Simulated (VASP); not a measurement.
Crystal: HPbNO4.

```xyz
7
Lattice="3.8571 0.0018 -0.0366 0.1735 4.3344 -0.0165 0.7580 0.8387 5.8766" Properties=species:S:1:pos:R:3 pbc="T T T"
H     2.6784    4.0493    1.1289
Pb    3.2640    2.7055    5.3570
N     3.1776    1.4531    2.9117
O     1.3252    2.6900    4.5562
O     2.9731    4.6255    2.8902
O     2.3661    4.0462    0.1903
O     3.3249    2.1006    1.8421
```

Base run:

```yaml
Program: VASP 6.6.1
Functional: PBE
Potentials_or_basis: VASP PAW PBE potentials, release 64 (H, Pb_d, N, O)
Cutoff: 520 eV
k_mesh: 5 × 4 × 4
Occupations: fermi-dirac, width 0.05 eV
Spin: no spin polarisation
```

Its results: band gap on the k mesh 0.27 eV (least direct gap 0.46 eV); pressure 0.6 GPa; largest force 0.622 eV/Å.

The run is repeated on the same cell with these changes: functional from PBE to RPBE. What comes out?

Band gap on the k mesh 0.26 eV (least direct gap 0.45 eV); pressure 3.4 GPa; largest force 0.928 eV/Å.

RPBE binds less tightly than PBE, so the same cell stands under more pressure.

Caveats: the standard files for N, O and F lose accuracy on very short bonds; spin-orbit coupling is left out, which moves the levels of the heavy elements; an odd mesh through Γ misses points on the zone boundary, where band edges can lie; the cell stands under pressure (at least some runs); the PAW data sets were made with another functional, which shifts forces and pressure a little (at least some runs).
